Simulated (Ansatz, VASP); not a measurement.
# LiH: VASP beside Ansatz

```
Li H
1.0
     0.00000    2.04074    2.04074
     2.04074    0.00000    2.04074
     2.04074    2.04074    0.00000
Li H
1 1
Direct
  0.00000 0.00000 0.00000
  0.50000 0.50000 0.50000
```

Alike in both runs: functional r2SCAN; k mesh 12 × 12 × 12; occupations fermi-dirac, width 0.02 eV; no spin polarisation.

Ansatz relaxed the structure, and its values are those at the end. VASP's run is a single point on that final structure, the one shown.

```csv
,VASP,Ansatz
version,VASP 6.6.1,Ansatz 0.2.0
potentials or method,"VASP PAW PBE potentials, release 64 (Li_sv, H), cutoff 520 eV",PAW plane waves
valence electrons in the cell,4,4
```

```tsv
	VASP	Ansatz	Ansatz less VASP
gap on the k mesh at the Fermi level (eV)	3.61	3.66	+0.052
```

VASP's potentials were made for PBE, not for r2SCAN. Ansatz's warnings: stress scf threshold loose.

Noted on VASP's run: the cutoff is short for stress, so the pressure is rough.
